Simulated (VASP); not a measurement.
# ZnO (P6_3/mmc) in VASP: notebook

ZnO is run at these levels: PBE; tasks: single point, relaxation of shape and atoms at fixed volume.

Program: VASP 6.6.1. These are calculated values, not measurements. Logs are shortened: lines on timing, memory, paths and dates and some standing lists are left out, and cuts for length are marked.

## 1. The cell of the first run

The structure is hexagonal, space group P6_3/mmc (No. 194). The conventional cell has a = 3.277 Å, b = 3.277 Å, c = 7.427 Å, α = 90.00°, β = 90.00°, γ = 120.00°. Zn (site symmetry -6m2) has 3 O at 1.89 Å within 2.5 Å. Within 2.5 Å of O (site symmetry -6m2) lie 3 Zn at 1.89 Å.

## 2. Single point, PBE (17.27 Å³/atom)

Contents of INCAR:

```
SYSTEM = ZnO
PREC = Accurate
ENCUT = 520
EDIFF = 1E-6
ISMEAR = 0
SIGMA = 0.02
LREAL = .False.
LASPH = .True.
NELM = 60
ALGO = Normal
ISIF = 2
LWAVE = .False.
LCHARG = .False.
GGA = PE
NBANDS = 26
```

Contents of KPOINTS:

```
Automatic mesh
0
Gamma
  12 12 4
  0 0 0
```

Contents of POSCAR:

```
ZnO
1.0
    3.2768685498     -0.0000000029      0.0000000000
   -1.6384342724      2.8378514105      0.0000000000
    0.0000000000      0.0000000000      7.4273161148
Zn O
2 2
Direct
    0.0000000000      0.0000000000      0.7500000000
    0.0000000000      0.0000000000      0.2500000000
    0.3333333333      0.6666666667      0.2500000000
    0.6666666667      0.3333333333      0.7500000000
```

Potentials or basis: VASP PAW PBE potentials, release 64 (Zn, O).

Started as:

```sh
> cat potpaw_PBE.64/Zn/POTCAR potpaw_PBE.64/O/POTCAR > POTCAR
> mpirun -np 1 vasp_std > vasp.out
```

OUTCAR:

```text
SYSTEM = ZnO
   PREC = Accurate
   ENCUT = 520
   EDIFF = 1E-6
   ISMEAR = 0
   LREAL = .False.
   LASPH = .True.
   NELM = 60
   ISIF = 2
   GGA = PE

 ion  position               nearest neighbor table
   1  0.000  0.000  0.750-   4 1.89   4 1.89   4 1.89
   2  0.000  0.000  0.250-   3 1.89   3 1.89   3 1.89
   3  0.333  0.667  0.250-   2 1.89   2 1.89   2 1.89
   4  0.667  0.333  0.750-   1 1.89   1 1.89   1 1.89

  LATTYP: Found a hexagonal cell.
 ALAT       =     3.2768685498
 C/A-ratio  =     2.2665895815

  Lattice vectors:

 A1 = (   3.2768685498,  -0.0000000029,   0.0000000000)
 A2 = (  -1.6384342724,   2.8378514105,   0.0000000000)
 A3 = (   0.0000000000,   0.0000000000,   7.4273161148)

Analysis of symmetry for initial positions (statically):
=====================================================================
 Subroutine PRICEL returns:
 Original cell was already a primitive cell.

 Routine SETGRP: Setting up the symmetry group for a
 hexagonal supercell.

 Subroutine GETGRP returns: Found 24 space group operations
 (whereof 12 operations were pure point group operations)
 out of a pool of 24 trial point group operations.

The static configuration has the point symmetry D_3d.
 The point group associated with its full space group is D_6h.

Analysis of symmetry for dynamics (positions and initial velocities):
=====================================================================
 Subroutine PRICEL returns:
 Original cell was already a primitive cell.

 Routine SETGRP: Setting up the symmetry group for a
 hexagonal supercell.

 Subroutine GETGRP returns: Found 24 space group operations
 (whereof 12 operations were pure point group operations)
 out of a pool of 24 trial point group operations.

The dynamic configuration has the point symmetry D_3d.
 The point group associated with its full space group is D_6h.

 Subroutine INISYM returns: Found 24 space group operations
 (whereof 12 operations are pure point group operations),
 and found     1 'primitive' translations

----------------------------------------------------------------------------------------

                                     Primitive cell

  volume of cell :      69.0686

  direct lattice vectors                    reciprocal lattice vectors
     3.276868550 -0.000000003  0.000000000     0.305169397  0.176189633  0.000000000
    -1.638434272  2.837851410  0.000000000     0.000000000  0.352379267  0.000000000
     0.000000000  0.000000000  7.427316115     0.000000000  0.000000000  0.134638136

  length of vectors
     3.276868550  3.276868550  7.427316115     0.352379267  0.352379267  0.134638136

  position of ions in fractional coordinates (direct lattice)
     0.000000000  0.000000000  0.750000000
     0.000000000  0.000000000  0.250000000
     0.333333333  0.666666667  0.250000000
     0.666666667  0.333333333  0.750000000

  ion indices of the primitive-cell ions
   primitive index   ion index
                 1           1
                 2           2
                 3           3
                 4           4

----------------------------------------------------------------------------------------

 KPOINTS: Automatic mesh

Automatic generation of k-mesh.
 Grid dimensions read from file:
 generate k-points for:   12   12    4

 Generating k-lattice:

  Cartesian coordinates                     Fractional coordinates (reciprocal lattice)
     0.025430783  0.014682469  0.000000000     0.083333333  0.000000000  0.000000000
     0.000000000  0.029364939  0.000000000     0.000000000  0.083333333  0.000000000
     0.000000000  0.000000000  0.033659534     0.000000000  0.000000000  0.250000000

  Length of vectors
     0.029364939  0.029364939  0.033659534

  Shift w.r.t. Gamma in fractional coordinates (k-lattice)
     0.000000000  0.000000000  0.000000000

 Subroutine IBZKPT returns following result:
 ===========================================

 Found     57 irreducible k-points:

 Following reciprocal coordinates:
            Coordinates               Weight
  0.000000  0.000000  0.000000      1.000000
  0.083333  0.000000  0.000000      6.000000
  0.166667  0.000000  0.000000      6.000000
  0.250000 -0.000000  0.000000      6.000000
  0.333333  0.000000  0.000000      6.000000
  0.416667  0.000000  0.000000      6.000000
[... 16 lines left out ...]
  0.250000 -0.000000  0.250000     12.000000
  0.333333  0.000000  0.250000     12.000000
 [... further k-points ...]
   k-points           NKPTS =     57   k-points in BZ     NKDIM =     57   number of bands    NBANDS=     26
   number of dos      NEDOS =    301   number of ions     NIONS =      4
   total plane-waves  NPLWV =  32256
   dimension x,y,z NGX =    24 NGY =   24 NGZ =   56
   dimension x,y,z NGXF=    48 NGYF=   48 NGZF=  112
   ions per type =               2   2
   NGX,Y,Z   is equivalent  to a cutoff of  12.18, 12.18, 12.53 a.u.
   NGXF,Y,Z  is equivalent  to a cutoff of  24.35, 24.35, 25.07 a.u.
 SYSTEM =  ZnO
   PREC   = accura    normal or accurate (medium, high low for compatibility)
   ISTART =      0    job   : 0-new  1-cont  2-samecut
   ICHARG =      2    charge: 1-file 2-atom 10-const
   ISPIN  =      1    spin polarized calculation?
   LNONCOLLINEAR =      F non collinear calculations
   LSORBIT =      F    spin-orbit coupling
   LASPH  =      T    aspherical Exc in radial PAW
   ENCUT  =  520.0 eV  38.22 Ry    6.18 a.u.   6.09  6.09 13.81*2*pi/ulx,y,z
   NELM   =     60;   NELMIN=  2; NELMDL= -5     # of ELM steps
   EDIFF  = 0.1E-05   stopping-criterion for ELM
   LREAL  =      F    real-space projection
   EDIFFG = 0.1E-04   stopping-criterion for IOM
   NSW    =      0    number of steps for IOM
   IBRION =     -1    ionic relax: 0-MD 1-quasi-New 2-CG
   NFREE  =      0    steps in history (QN), initial steepest desc. (CG)
   ISIF   =      2    stress and relaxation
   ISYM   =      2    0-nonsym 1-usesym 2-fastsym
   POTIM  = 0.5000    time-step for ionic-motion
   TEBEG  =    0.0;   TEEND  =   0.0 temperature during run
   PSTRESS=    0.0 pullay stress
   NELECT =      36.0000    total number of electrons
   NUPDOWN=      -1.0000    fix difference up-down
   EMIN   =  10.00;   EMAX   =-10.00  energy-range for DOS
   EFERMI =   0.00;   METHOD = LEGACY
   ISMEAR =     0;   SIGMA  =   0.02  broadening in eV -4-tet -1-fermi 0-gaus
   EFERMI_NEDOS =   21; number of points for ismear=-14 and -15
   IALGO  =     38    algorithm
   IMIX   =      4    mixing-type and parameters
     AMIX     =   0.40;   BMIX     =  1.00
     AMIX_MAG =   1.60;   BMIX_MAG =  1.00
  volume/ion in A,a.u.               =      17.27       116.52
  Fermi-wavevector in a.u.,A,eV,Ry     =   1.317494  2.489704 23.616880  1.735792
  Thomas-Fermi vector in A             =   2.447532
   LORBIT       =      0    0 simple, 1 ext, 2 COOP (PROOUT), +10 PAW based schemes
   GGA     = PE    functional components
   LHFCALC =     F    Hartree Fock is set to
   AEXX    =    0.0000 exact exchange contribution
   IVDW    =     0    specifies the selected vdW correction
   LEPSILON=     F    determine dielectric tensor
   LRPA    =     F    only Hartree local field effects (RPA)
 non-spin polarized calculation
 Gauss-broadening in eV      SIGMA  =   0.02
  energy-cutoff  :      520.00
  volume of cell :       69.07
 maximum number of plane-waves:      1884
   NGX = 13   NGY = 13   NGZ = 27

 number of electron      36.0000041 magnetization

 Free energy of the ion-electron system (eV)
  ---------------------------------------------------
  ext. energy  EPLUGINS =         0.00000000
  ---------------------------------------------------
  free energy    TOTEN  =       -16.96895276 eV

  energy without entropy =      -16.96895276  energy(sigma->0) =      -16.96895276

 E-fermi :  -0.7565     XC(G=0):  -8.7075

 val. band max:       -0.8707474157   @ k =   0.0000   0.0000   0.0000
 cond. band min:       0.0105611666   @ k =   0.0000   0.0000   0.0000
 fundamental gap:      0.8813085823
 Fermi energy:        -0.7564710655

 k-point     1 :       0.0000    0.0000    0.0000
  band No.  band energies     occupation
      1     -18.3989      2.00000
      2     -18.3410      2.00000
      3      -7.0294      2.00000
      4      -7.0294      2.00000
      5      -7.0196      2.00000
      6      -7.0196      2.00000
[... 18 lines left out ...]
     25      12.0851      0.00000
     26      12.7236      0.00000

 k-point     2 :       0.0833    0.0000    0.0000
  band No.  band energies     occupation
      1     -18.3667      2.00000
      2     -18.3108      2.00000
      3      -7.0433      2.00000
      4      -7.0349      2.00000
      5      -6.9826      2.00000
      6      -6.9728      2.00000
[... 18 lines left out ...]
     25      12.1334      0.00000
     26      12.2184      0.00000

 k-point     3 :       0.1667    0.0000    0.0000
  band No.  band energies     occupation
      1     -18.2775      2.00000
      2     -18.2271      2.00000
      3      -7.0672      2.00000
      4      -7.0622      2.00000
      5      -6.8474      2.00000
      6      -6.8374      2.00000
[... 18 lines left out ...]
     25      11.0783      0.00000
     26      12.5643      0.00000

 k-point     4 :       0.2500   -0.0000    0.0000
  band No.  band energies     occupation
      1     -18.1526      2.00000
      2     -18.1108      2.00000
      3      -7.0610      2.00000
      4      -7.0591      2.00000
      5      -6.6416      2.00000
      6      -6.6317      2.00000
[... 18 lines left out ...]
     25      10.9801      0.00000
     26      12.0428      0.00000
[... 496 lines left out ...]
      1     -18.2701      2.00000
      2     -18.2344      2.00000
      3      -7.0666      2.00000
      4      -7.0631      2.00000
      5      -6.8460      2.00000
      6      -6.8389      2.00000
[... 18 lines left out ...]
     25      11.8225      0.00000
     26      12.6583      0.00000

 k-point    23 :       0.2500   -0.0000    0.2500
  band No.  band energies     occupation
      1     -18.1466      2.00000
      2     -18.1170      2.00000
      3      -7.0610      2.00000
      4      -7.0596      2.00000
      5      -6.6402      2.00000
      6      -6.6332      2.00000
[... 18 lines left out ...]
     25      11.9522      0.00000
     26      12.3812      0.00000

 k-point    24 :       0.3333    0.0000    0.2500
  band No.  band energies     occupation
      1     -18.0192      2.00000
      2     -17.9975      2.00000
      3      -6.9927      2.00000
      4      -6.9919      2.00000
      5      -6.4005      2.00000
      6      -6.3942      2.00000
[... 18 lines left out ...]
     25      11.0838      0.00000
     26      12.2007      0.00000

 [... further k-points ...]

------------------------ aborting loop because EDIFF is reached ----------------------------------------

  FORCE on cell =-STRESS in cart. coord.  units (eV):
  Direction    XX          YY          ZZ          XY          YZ          ZX
  --------------------------------------------------------------------------------------
  -------------------------------------------------------------------------------------
  Total        0.5729574      0.5729574      0.0326287     -0.0000000      0.0000000     -0.0000000
  in kB       13.2908381     13.2908381      0.7568840     -0.0000000      0.0000000     -0.0000000
  external PRESSURE =       9.1128534 kB  Pullay stress =       0.0000000 kB

 VOLUME and BASIS-vectors are now :
 -----------------------------------------------------------------------------
  energy-cutoff  :      520.00
  volume of cell :       69.07
      direct lattice vectors                 reciprocal lattice vectors
     3.276868550 -0.000000003  0.000000000     0.305169397  0.176189633  0.000000000
    -1.638434272  2.837851410  0.000000000     0.000000000  0.352379267  0.000000000
     0.000000000  0.000000000  7.427316115     0.000000000  0.000000000  0.134638136

 POSITION                                       TOTAL-FORCE (eV/Angst)
 -----------------------------------------------------------------------------------
      0.00000      0.00000      5.57049         0.000000     -0.000000      0.000000
      0.00000      0.00000      1.85683        -0.000000      0.000000     -0.000000
      0.00000      1.89190      1.85683        -0.000000     -0.000000      0.000000
      1.63843      0.94595      5.57049         0.000000      0.000000     -0.000000
 -----------------------------------------------------------------------------------
    total drift:                               -0.000000      0.000000      0.000000

  FREE ENERGIE OF THE ION-ELECTRON SYSTEM (eV)
  ---------------------------------------------------
  free  energy   TOTEN  =       -16.9689527566 eV

  energy  without entropy=      -16.9689527566  energy(sigma->0) =      -16.96895276
```

Wall time 35 s (1 thread of AMD EPYC 9R45 (Zen 5), shared host); peak memory 0.2 GiB.

What came out:

```
Free energy            : -16.9690 eV
Pressure               : 0.9 GPa
Band gap on the k mesh : 0.88 eV
```

Stress tensor (GPa, compression positive):
```
1.33 0.00 0.00
0.00 1.33 0.00
0.00 0.00 0.08
```

(Continued in part 2 of 2.)
